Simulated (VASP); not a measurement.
Here is a VASP 6.6.1 calculation.

The input INCAR:

```
PREC = Accurate ; ENCUT = 520
EDIFF = 1E-6 ; ISMEAR = 0
SIGMA = 0.1 ; LREAL = F
LASPH = T ; NELM = 150
ALGO = Normal ; ISIF = 2
LWAVE = F ; LCHARG = F
ISPIN = 2 ; MAGMOM = 0 0 0 1
LORBIT = 11 ; GGA = PE
NBANDS = 26
```

KPOINTS

```
Automatic mesh
0
Gamma
  6 6 6
```

POSCAR

```
Ca2AlO
1.0
    1.7479993100      1.0092078700      6.2900539000
   -1.7479993100      1.0092078700      6.2900539000
    0.0000000000     -2.0184157400      6.2900539000
Ca Al O
2 1 1
Direct
    0.2638869000      0.2638869000      0.2638869000
    0.7361131000      0.7361131000      0.7361131000
    0.0000000000      0.0000000000      0.0000000000
    0.5000000000      0.5000000000      0.5000000000
```

Potentials or basis: VASP PAW PBE potentials, release 64 (Ca_sv, Al, O).

Launch:

```console
$ cat potpaw_PBE.64/Ca_sv/POTCAR potpaw_PBE.64/Al/POTCAR potpaw_PBE.64/O/POTCAR > POTCAR
$ mpirun -np 1 vasp_std > vasp.out
```

Task: What does it give for the largest force?

Result: 10.197 eV/Å.

Task: Predict the pressure.

Result: 35.8 GPa.

Forces on the atoms (eV/Å):
```
Ca    0.000   0.000 -10.197
Ca    0.000   0.000  10.197
Al    0.000   0.000   0.000
O     0.000   0.000   0.000
```

Caveat: the cell stands under pressure; forces of over 1 eV/Å act on the atoms, so gaps and moduli don't describe the material at rest.
